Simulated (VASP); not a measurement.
# Sr (Fm-3m) in VASP: a series of runs

Sr is run at these levels: PBE, LDA; tasks: single point.

Everything below comes from runs of VASP 6.6.1. Logs are shortened: lines on timing, memory, paths and dates and some standing lists are left out, and cuts for length are marked.

## (1) The cell of the first run

Symmetry: Fm-3m, No. 225, cubic system. Conventional cell: a = 6.085 Å, b = 6.085 Å, c = 6.085 Å, α = 90.00°, β = 90.00°, γ = 90.00°. Within 5.6 Å of Sr (site symmetry m-3m) lie 12 Sr at 4.30 Å.

## (2) Single point, PBE

INCAR reads:

```
SYSTEM = Sr
PREC     = Accurate       ! precision mode
ENCUT    = 520            ! plane-wave cutoff, eV
EDIFF    = 1E-7           ! SCF threshold, eV
ISMEAR   = 0              ! smearing method
SIGMA    = 0.025          ! smearing width, eV
LREAL    = .FALSE.        ! projectors in reciprocal space
LASPH    = .TRUE.         ! aspherical terms in the spheres
NELM     = 80             ! most SCF steps
ALGO     = Normal         ! electronic algorithm
ISIF     = 2              ! what is computed and relaxed
LWAVE    = .FALSE.        ! write WAVECAR
LCHARG   = .FALSE.        ! write CHGCAR
GGA      = PE             ! functional
NBANDS   = 11             ! bands
```

KPOINTS reads:

```
Automatic mesh
0
G
  6 6 6
  0 0 0
```

POSCAR reads:

```
Sr
1.0
    0.0000000000      3.0423500000      3.0423500000
    3.0423500000      0.0000000000      3.0423500000
    3.0423500000      3.0423500000      0.0000000000
Sr
1
Direct
    0.0000000000      0.0000000000      0.0000000000
```

Potentials or basis: VASP PAW PBE potentials, release 64 (Sr_sv).

On the command line:

```console
$ cat potpaw_PBE.64/Sr_sv/POTCAR > POTCAR
$ mpirun -np 1 vasp_std > vasp.out
```

OUTCAR:

```text
SYSTEM = Sr
   PREC = Accurate
   ENCUT = 520
   EDIFF = 1E-7
   ISMEAR = 0
   LREAL = .FALSE.
   LASPH = .TRUE.
   NELM = 80
   ISIF = 2
   GGA = PE

 ion  position               nearest neighbor table
   1  0.000  0.000  0.000-

  LATTYP: Found a face centered cubic cell.
 ALAT       =     6.0847000000

  Lattice vectors:

 A1 = (   0.0000000000,   3.0423500000,   3.0423500000)
 A2 = (   3.0423500000,   0.0000000000,   3.0423500000)
 A3 = (   3.0423500000,   3.0423500000,   0.0000000000)

Analysis of symmetry for initial positions (statically):
=====================================================================
 Subroutine PRICEL returns:
 Original cell was already a primitive cell.

 Routine SETGRP: Setting up the symmetry group for a
 face centered cubic supercell.

 Subroutine GETGRP returns: Found 48 space group operations
 (whereof 48 operations were pure point group operations)
 out of a pool of 48 trial point group operations.

The static configuration has the point symmetry O_h .

Analysis of symmetry for dynamics (positions and initial velocities):
=====================================================================
 Subroutine PRICEL returns:
 Original cell was already a primitive cell.

 Routine SETGRP: Setting up the symmetry group for a
 face centered cubic supercell.

 Subroutine GETGRP returns: Found 48 space group operations
 (whereof 48 operations were pure point group operations)
 out of a pool of 48 trial point group operations.

The dynamic configuration has the point symmetry O_h .

 Subroutine INISYM returns: Found 48 space group operations
 (whereof 48 operations are pure point group operations),
 and found     1 'primitive' translations

----------------------------------------------------------------------------------------

                                     Primitive cell

  volume of cell :      56.3193

  direct lattice vectors                    reciprocal lattice vectors
     0.000000000  3.042350000  3.042350000    -0.164346640  0.164346640  0.164346640
     3.042350000  0.000000000  3.042350000     0.164346640 -0.164346640  0.164346640
     3.042350000  3.042350000  0.000000000     0.164346640  0.164346640 -0.164346640

  length of vectors
     4.302532631  4.302532631  4.302532631     0.284656730  0.284656730  0.284656730

  position of ions in fractional coordinates (direct lattice)
     0.000000000  0.000000000  0.000000000

[... 70 lines left out ...]
   IBRION =     -1    ionic relax: 0-MD 1-quasi-New 2-CG
   NFREE  =      0    steps in history (QN), initial steepest desc. (CG)
   ISIF   =      2    stress and relaxation
   ISYM   =      2    0-nonsym 1-usesym 2-fastsym
   POTIM  = 0.5000    time-step for ionic-motion
   TEBEG  =    0.0;   TEEND  =   0.0 temperature during run
   PSTRESS=    0.0 pullay stress
   NELECT =      10.0000    total number of electrons
   NUPDOWN=      -1.0000    fix difference up-down
   EMIN   =  10.00;   EMAX   =-10.00  energy-range for DOS
   EFERMI =   0.00;   METHOD = LEGACY
   ISMEAR =     0;   SIGMA  =   0.03  broadening in eV -4-tet -1-fermi 0-gaus
   EFERMI_NEDOS =   21; number of points for ismear=-14 and -15
   IALGO  =     38    algorithm
   IMIX   =      4    mixing-type and parameters
     AMIX     =   0.40;   BMIX     =  1.00
     AMIX_MAG =   1.60;   BMIX_MAG =  1.00
  volume/ion in A,a.u.               =      56.32       380.06
  Fermi-wavevector in a.u.,A,eV,Ry     =   0.920144  1.738819 11.519569  0.846664
  Thomas-Fermi vector in A             =   2.045416
   LORBIT       =      0    0 simple, 1 ext, 2 COOP (PROOUT), +10 PAW based schemes
   GGA     = PE    functional components
   LHFCALC =     F    Hartree Fock is set to
   AEXX    =    0.0000 exact exchange contribution
   IVDW    =     0    specifies the selected vdW correction
   LEPSILON=     F    determine dielectric tensor
   LRPA    =     F    only Hartree local field effects (RPA)
 non-spin polarized calculation
 Gauss-broadening in eV      SIGMA  =   0.03
  energy-cutoff  :      520.00
  volume of cell :       56.32
 maximum number of plane-waves:      1527
   NGX = 15   NGY = 15   NGZ = 15

 number of electron      10.0000000 magnetization

 Free energy of the ion-electron system (eV)
  ---------------------------------------------------
  ext. energy  EPLUGINS =         0.00000000
  ---------------------------------------------------
  free energy    TOTEN  =        -1.60863897 eV

  energy without entropy =       -1.60674170  energy(sigma->0) =       -1.60769033

 E-fermi :   1.5063     XC(G=0):  -7.2755

 val. band max:        1.4883657404   @ k =  -0.3333   0.3333   0.1667
 cond. band min:       1.5245786408   @ k =  -0.3333   0.3333   0.1667
 fundamental gap:      0.0362129004
 Fermi energy:         1.5062964854

 k-point     1 :       0.0000    0.0000    0.0000
  band No.  band energies     occupation
      1     -35.1365      2.00000
      2     -17.0297      2.00000
      3     -17.0297      2.00000
      4     -17.0297      2.00000
      5      -2.1051      2.00000
      6       3.8306      0.00000
      7       3.8306      0.00000
      8       3.8306      0.00000
      9       5.2641      0.00000
     10       5.2641      0.00000
     11       8.5324      0.00000
[... 197 lines left out ...]
 k-point    16 :      -0.3333    0.5000    0.1667
  band No.  band energies     occupation
      1     -35.1200      2.00000
      2     -17.1733      2.00000
      3     -17.1216      2.00000
      4     -17.0967      2.00000
      5       1.3518      2.00000
      6       1.9873      0.00000
      7       2.2976      0.00000
      8       4.2059      0.00000
      9       6.5751      0.00000
     10       6.7255      0.00000
     11       6.8117      0.00000

------------------------ aborting loop because EDIFF is reached ----------------------------------------

  FORCE on cell =-STRESS in cart. coord.  units (eV):
  Direction    XX          YY          ZZ          XY          YZ          ZX
  --------------------------------------------------------------------------------------
  -------------------------------------------------------------------------------------
  Total       -0.0982232     -0.0982232     -0.0982232      0.0000000     -0.0000000     -0.0000000
  in kB       -2.7942621     -2.7942621     -2.7942621      0.0000000     -0.0000000     -0.0000000
  external PRESSURE =      -2.7942621 kB  Pullay stress =       0.0000000 kB

 VOLUME and BASIS-vectors are now :
 -----------------------------------------------------------------------------
  energy-cutoff  :      520.00
  volume of cell :       56.32
      direct lattice vectors                 reciprocal lattice vectors
     0.000000000  3.042350000  3.042350000    -0.164346640  0.164346640  0.164346640
     3.042350000  0.000000000  3.042350000     0.164346640 -0.164346640  0.164346640
     3.042350000  3.042350000  0.000000000     0.164346640  0.164346640 -0.164346640

 POSITION                                       TOTAL-FORCE (eV/Angst)
 -----------------------------------------------------------------------------------
      0.00000      0.00000      0.00000        -0.000000      0.000000      0.000000
 -----------------------------------------------------------------------------------
    total drift:                                0.000000      0.000000      0.000000

  FREE ENERGIE OF THE ION-ELECTRON SYSTEM (eV)
  ---------------------------------------------------
  free  energy   TOTEN  =        -1.6086389675 eV

  energy  without entropy=       -1.6067416972  energy(sigma->0) =       -1.60769033
```

stdout:

```text
POSCAR found type information on POSCAR Sr
 POSCAR found :  1 types and       1 ions
 scaLAPACK will be used
 LDA part: xc-table for (Slater+PW92), standard interpolation
 POSCAR, INCAR and KPOINTS ok, starting setup
 FFT: planning ... GRIDC
 FFT: planning ... GRID_SOFT
 FFT: planning ... GRID
 WAVECAR not read
 entering main loop
```

It took 16 s on 1 thread of Intel Xeon 8259CL, shared host; peak memory 0.17 GiB.

What came out:

* Free energy: -1.6086 eV
* Pressure: -0.3 GPa

## (3) Single point, PBE

INCAR reads:

```
SYSTEM = Sr
  ALGO = Normal
  EDIFF = 1E-6
  ENCUT = 520
  GGA = PE
  ISIF = 2
  ISMEAR = 0
  LASPH = .True.
  LCHARG = .False.
  LREAL = .False.
  LWAVE = .False.
  NBANDS = 11
  NELM = 100
  PREC = Accurate
  SIGMA = 0.01
```

KPOINTS reads:

```
k-points
0
Gamma
  6 6 6
  0 0 0
```

POSCAR is that of step 2.

Potentials or basis: VASP PAW PBE potentials, release 64 (Sr_sv).

On the command line:

```console
$ cat potpaw_PBE.64/Sr_sv/POTCAR > POTCAR
$ mpirun -np 1 vasp_std > vasp.out
```

Run time: 13 s. Hardware: 1 thread of Intel Xeon 8259CL, shared host; peak memory 0.17 GiB.

Results (log left out):

```
Free energy : -1.6080 eV
Pressure    : -0.3 GPa
```

Levels at points of the mesh, in eV from the Fermi level:
```csv
k point,band 2,band 3,band 4,band 5,band 6,band 7,band 8,band 9
"(0.00, 0.00, 0.00)",-18.53,-18.53,-18.53,-3.61,2.33,2.33,2.33,3.76
"(0.50, 0.00, 0.00)",-18.71,-18.55,-18.55,-1.11,0.03,2.17,2.17,4.78
"(0.50, 0.50, 0.00)",-18.70,-18.59,-18.59,-0.62,0.37,1.00,4.78,5.07
```

## (4) Single point, PBE

INCAR reads:

```
SYSTEM = Sr
ALGO = Normal
EDIFF = 1E-7
ENCUT = 520
GGA = PE
ISIF = 2
ISMEAR = 0
LASPH = .TRUE.
LCHARG = .FALSE.
LREAL = .FALSE.
LWAVE = .FALSE.
NBANDS = 11
NELM = 80
PREC = Accurate
SIGMA = 0.005
```

KPOINTS reads:

```
k-points
0
G
  6 6 6
  0 0 0
```

POSCAR is that of step 3.

Potentials or basis: VASP PAW PBE potentials, release 64 (Sr_sv).

On the command line:

```console
$ cat potpaw_PBE.64/Sr_sv/POTCAR > POTCAR
$ mpirun -np 1 vasp_std > vasp.out
```

OUTCAR:

```text
SYSTEM = Sr
   EDIFF = 1E-7
   ENCUT = 520
   GGA = PE
   ISIF = 2
   ISMEAR = 0
   LASPH = .TRUE.
   LREAL = .FALSE.
   NELM = 80
   PREC = Accurate

 ion  position               nearest neighbor table
   1  0.000  0.000  0.000-

  LATTYP: Found a face centered cubic cell.
 ALAT       =     6.0847000000

  Lattice vectors:

 A1 = (   0.0000000000,   3.0423500000,   3.0423500000)
 A2 = (   3.0423500000,   0.0000000000,   3.0423500000)
[... 391 lines left out ...]
      8       4.2078      0.00000
      9       6.5805      0.00000
     10       6.7297      0.00000
     11       6.8154      0.00000

------------------------ aborting loop because EDIFF is reached ----------------------------------------

  FORCE on cell =-STRESS in cart. coord.  units (eV):
  Direction    XX          YY          ZZ          XY          YZ          ZX
  --------------------------------------------------------------------------------------
  -------------------------------------------------------------------------------------
  Total       -0.0892241     -0.0892241     -0.0892241      0.0000000      0.0000000      0.0000000
  in kB       -2.5382553     -2.5382553     -2.5382553      0.0000000      0.0000000      0.0000000
  external PRESSURE =      -2.5382553 kB  Pullay stress =       0.0000000 kB

 VOLUME and BASIS-vectors are now :
 -----------------------------------------------------------------------------
  energy-cutoff  :      520.00
  volume of cell :       56.32
      direct lattice vectors                 reciprocal lattice vectors
     0.000000000  3.042350000  3.042350000    -0.164346640  0.164346640  0.164346640
     3.042350000  0.000000000  3.042350000     0.164346640 -0.164346640  0.164346640
     3.042350000  3.042350000  0.000000000     0.164346640  0.164346640 -0.164346640

 POSITION                                       TOTAL-FORCE (eV/Angst)
 -----------------------------------------------------------------------------------
      0.00000      0.00000      0.00000        -0.000000      0.000000     -0.000000
 -----------------------------------------------------------------------------------
    total drift:                                0.000000      0.000000      0.000000

  FREE ENERGIE OF THE ION-ELECTRON SYSTEM (eV)
  ---------------------------------------------------
  free  energy   TOTEN  =        -1.6080044046 eV

  energy  without entropy=       -1.6080044031  energy(sigma->0) =       -1.60800440
```

stdout:

```text
POSCAR found type information on POSCAR Sr
 POSCAR found :  1 types and       1 ions
 scaLAPACK will be used
 LDA part: xc-table for (Slater+PW92), standard interpolation
 POSCAR, INCAR and KPOINTS ok, starting setup
 FFT: planning ... GRIDC
 FFT: planning ... GRID_SOFT
 FFT: planning ... GRID
 WAVECAR not read
 entering main loop
```

Wall time 20 s (1 thread of Intel Xeon 8259CL, shared host); peak memory 0.17 GiB.

Results:

```
Free energy : -1.6080 eV
Pressure    : -0.3 GPa
```

Levels at points of the mesh, in eV from the Fermi level:
| k point | band 3 | band 4 | band 5 | band 6 | band 7 | band 8 |
| --- | --- | --- | --- | --- | --- | --- |
| (0.00, 0.00, 0.00) | -18.53 | -18.53 | -3.61 | 2.33 | 2.33 | 2.33 |
| (0.50, 0.00, 0.00) | -18.55 | -18.55 | -1.11 | 0.03 | 2.17 | 2.17 |
| (0.50, 0.50, 0.00) | -18.59 | -18.59 | -0.62 | 0.37 | 1.00 | 4.78 |

[end of part 1 of 2]
